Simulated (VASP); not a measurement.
Input of a VASP 6.6.1 run:

The input INCAR:

```
PREC = Accurate
ENCUT = 520
EDIFF = 1E-7
ISMEAR = 0
SIGMA = 0.1
LREAL = F
LASPH = T
NELM = 80
ALGO = Normal
ISIF = 2
LWAVE = F
LCHARG = T
GGA = PE
LELF = T
LVHAR = T
NBANDS = 19
```

KPOINTS

```
regular mesh
0
Gamma
  12 12 4
```

The input POSCAR:

```
Be2SeO2
1.0
    2.7012289041      0.0000000000      0.0000000000
   -1.3506144521      2.3393328524      0.0000000000
    0.0000000000      0.0000000000     12.7520938610
Be Se O
2 1 2
Direct
    0.0000000000      0.0000000000      0.3264752964
    0.0000000000      0.0000000000      0.6735247036
    0.0000000000      0.0000000000      0.0000000000
    0.3333333333      0.6666666667      0.6734367788
    0.3333333333      0.6666666667      0.3265632212
```

Potentials or basis: VASP PAW PBE potentials, release 64 (Be, Se, O).

Command:

```console
$ cat potpaw_PBE.64/Be/POTCAR potpaw_PBE.64/Se/POTCAR potpaw_PBE.64/O/POTCAR > POTCAR
$ mpirun -np 1 vasp_std > vasp.out
```

(1) Predict the band gap on the k mesh.

(2) What does it give for the pressure?

## Answers

(1) zero (bands 11 and 12 overlap by 4.78 eV).

(2) 0.1 GPa.
